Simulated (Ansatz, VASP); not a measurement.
# One calculation of GaP, two programs

The input INCAR:

```
ALGO     = Normal         # electronic algorithm
EDIFF    = 1E-6           # SCF threshold, eV
EDIFFG   = -0.002         # ionic threshold
ENCUT    = 600            # plane-wave cutoff, eV
GGA      = PS             # functional
IBRION   = 2              # ionic algorithm
ISIF     = 3              # what is computed and relaxed
ISMEAR   = -1             # smearing method
LASPH    = True           # aspherical terms in the spheres
LCHARG   = False          # write CHGCAR
LREAL    = False          # projectors in reciprocal space
LWAVE    = False          # write WAVECAR
NELM     = 60             # most SCF steps
NSW      = 100            # ionic steps
PREC     = Accurate       # precision mode
SIGMA    = 0.05           # smearing width, eV
```

File KPOINTS:

```
k-points
0
Gamma
  12 12 12
```

The input POSCAR:

```
GaP
1.0
    2.7252500000      2.7252500000      0.0000000000
   -2.7252500000      2.7252500000      0.0000000000
    0.0000000000      2.7252500000      2.7252500000
Ga P
1 1
Direct
    0.0000000000      0.0000000000      0.0000000000
    0.7500000000      0.2500000000      0.5000000000
```

Input for Ansatz:

```yaml
crystal:
  lattice:
    - [2.72525, 2.72525, 0.0]
    - [-2.72525, 2.72525, 0.0]
    - [0.0, 2.72525, 2.72525]
  atoms:
    - { symbol: Ga, position: [0.0, 0.0, 0.0] }
    - { symbol: P, position: [0.75, 0.25, 0.5] }
kpoints:
  mp_grid: { grid: [12, 12, 12] }
scf:
  occupations: { method: fermi_dirac, width: 0.05 }
hamiltonian:
  xc: pbesol
  pseudopotentials: { kind: paw }
relax:
  f_tol: 0.002
  max_steps: 80
  cell: {}
output:
  forces: true
  stress: true
  write_density: true
  write_potential: true
  elf: true
  volumetric_format: npy
```

Alike in both runs: task relaxation of cell and atoms; functional PBEsol; k mesh 12 × 12 × 12; occupations fermi-dirac, width 0.05 eV; no spin polarisation.

|  | VASP | Ansatz |
| --- | --- | --- |
| version | VASP 6.6.1 | Ansatz 0.2.0 |
| potentials or method | VASP PAW PBE potentials, release 64 (Ga_d, P) | PAW with Ansatz's default frozen-core files, scalar-relativistic |
| plane-wave cutoff (eV) | 600 | 420 |
| valence electrons in the cell | 18 | 18 |

```csv
,VASP,Ansatz,Ansatz less VASP
relaxed volume (Å³/atom),20.08,20.11,+0.022
relaxed cell length with the largest relative difference (Å),3.844,3.846,+0.0014
```

VASP's potentials were made for PBE, not for PBEsol.
